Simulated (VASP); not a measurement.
**HgTe: single point with PBEsol+D3(BJ)**

Crystal: HgTe.

```xyz
2
Lattice="-3.0456 3.0456 1.5594 3.0456 -3.0456 1.5594 3.0456 3.0456 -1.5594" Properties=species:S:1:pos:R:3 pbc="T T T"
Hg    3.0456    0.0000    0.7797
Te    0.0000    0.0000    0.0000
```

```json
{"Program": "VASP 6.6.1", "Task": "single point", "Functional": "PBEsol", "Dispersion": "D3(BJ)", "Potentials or basis": "VASP PAW PBE potentials, release 64 (Hg, Te)", "Cutoff": "500 eV", "k mesh": "3 × 3 × 3, shifted", "Occupations": "fermi-dirac, width 0.05 eV", "Spin": "no spin polarisation"}
```

The pressure is -6.5 GPa and the band gap on the k mesh is zero (band 9 reaches 4.36 eV, above the bottom of band 10 at 3.11 eV). The dispersion energy per atom is -0.406 eV.

Stress tensor (GPa, compression positive):
```
-6.00  0.00  0.00
 0.00 -6.00  0.00
 0.00  0.00 -7.65
```

Levels at points of the mesh, in eV from the Fermi level:
| k point | band 5 | band 6 | band 7 | band 8 | band 9 | band 10 | band 11 | band 12 | band 13 | band 14 |
| --- | --- | --- | --- | --- | --- | --- | --- | --- | --- | --- |
| (0.50, 0.50, 0.50) | -6.12 | -6.09 | -4.38 | -4.29 | -4.29 | 3.22 | 7.36 | 8.04 | 8.04 | 11.86 |

Run time: 25 s on 1 thread of Intel Xeon 8259CL (shared host), peak memory 0.21 GiB.

Caveat: the k points lie up to 0.75 Å⁻¹ apart; three body term missing; the PAW data sets were made with another functional, which shifts forces and pressure a little; spin-orbit coupling is left out, which moves the levels of the heavy elements; pairwise dispersion overbinds metals, which lowers pressure and volume.
